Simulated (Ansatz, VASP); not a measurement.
# One calculation of W2Br3, two programs

```
CELL_PARAMETERS angstrom
4.39624 0.00000 0.00000
0.00000 4.39624 0.00000
0.00000 0.00000 6.47513
ATOMIC_POSITIONS crystal
W 0.00000 0.00000 0.72113
W 0.50000 0.50000 0.28981
Br 0.50000 0.00000 0.99346
Br 0.00000 0.50000 0.99346
Br 0.00000 0.00000 0.27214
```

Change from the starting cell: species swapped into the Cu3Te2 type (P4mm, No. 99).

Alike in both runs: task single point; functional PBE; k mesh 4 × 4 × 4; occupations gaussian, width 0.1 eV; collinear spin.

|  | VASP | Ansatz |
| --- | --- | --- |
| version | VASP 6.6.1 | Ansatz 0.2.0 |
| potentials or method | VASP PAW PBE potentials, release 64 (W_sv, Br), cutoff 520 eV | scalar-relativistic, plane waves, PAW |
| valence electrons in the cell | 49 | 49 |

VASP gave:

```
gap on the k mesh at the Fermi level (eV)                     : none
pressure (GPa)                                                : 1.7
traceless stress, the component that is largest in VASP (GPa) : -5.87
rms of the force components (eV/Å)                            : 1.658
net moment per atom (μB)                                      : 0.25
size of the moment on the site where the two differ most (μB) : 2.21
```

Q: Which values does Ansatz return?

A: gap on the k mesh at the Fermi level (eV): none; pressure (GPa): 1.6; traceless stress, the component that is largest in VASP (GPa): -5.35; rms of the force components (eV/Å): 1.560; net moment per atom (μB): 1.25; size of the moment on the site where the two differ most (μB): 1.78.

The net moments are unlike, so the other rows may belong to different states. Site moments also hang on the region over which each program counts them. Atom by atom the forces differ by 0.252 eV/Å (rms over components). A gap of «none» marks a metal or a gap that the smearing closes. Ansatz's warnings: no starting moments.

Neither program's run includes spin-orbit coupling.
